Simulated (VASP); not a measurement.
Ir, 1 atom in the cell. It takes space group Im-3m (No. 229, cubic). Conventional cell: a = 2.944 Å, b = 2.944 Å, c = 2.944 Å, α = 90.00°, β = 90.00°, γ = 90.00°. Ir (site symmetry m-3m) has 14 Ir at 2.55 to 2.94 Å within 3.4 Å. 

```yaml
Program: VASP 6.6.1
Task: relaxation of cell and atoms
Functional: PBEsol
Potentials_or_basis: VASP PAW PBE potentials, release 64 (Ir)
Cutoff: 600 eV
k_mesh: 10 × 10 × 10
Occupations: gaussian, width 0.1 eV
Spin: no spin polarisation
Dipole_correction: no
Further_INCAR_settings: ALGO = Normal; EDIFF = 1e-06; IBRION = 2; EDIFFG = -0.05; NSW = 80; ISIF = 3
```

Potentials or basis: VASP PAW PBE potentials, release 64 (Ir).

The run is started by

```sh
$ cat potpaw_PBE.64/Ir/POTCAR > POTCAR
$ mpirun -np 1 vasp_std > vasp.out
```

Hardware: 1 thread of Intel(R) Xeon(R) 6975P-C (Granite Rapids) (shared host).

Problem. How long does it take, and how much memory?

Solution. Wall time 8.9 s on 1 thread of Intel(R) Xeon(R) 6975P-C (Granite Rapids), on a shared host, peak memory 0.13 GiB. Counts: scf iterations 40, k points 47, ion steps 5.
